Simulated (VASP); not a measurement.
The system is Sb.

```xyz
1
Lattice="2.4619 0.0000 0.0000 0.0000 2.4619 0.0000 0.0000 0.0000 2.4619" Properties=species:S:1:pos:R:3 pbc="T T T"
Sb    0.0000    0.0000    0.0000
```

Base run:

* Program: VASP 6.6.1
* Functional: PBEsol
* Dispersion: D4
* Potentials or basis: VASP PAW PBE potentials, release 64 (Sb)
* Cutoff: 520 eV
* k mesh: 14 × 14 × 14
* Occupations: fermi-dirac, width 0.05 eV
* Spin: no spin polarisation

Its results: pressure 184.2 GPa.

Task: The run is repeated on the same cell with these changes: dispersion from D4 to none. What comes out?

Result: Pressure 189.6 GPa.

Dispersion adds attraction, which lowers the pressure at fixed volume and, as a term added to the energy, leaves the levels alone.

Caveats: the PAW data sets were made with another functional, which shifts forces and pressure a little; spin-orbit coupling is left out, which moves the levels of the heavy elements; pairwise dispersion overbinds metals, which lowers pressure and volume (some runs).
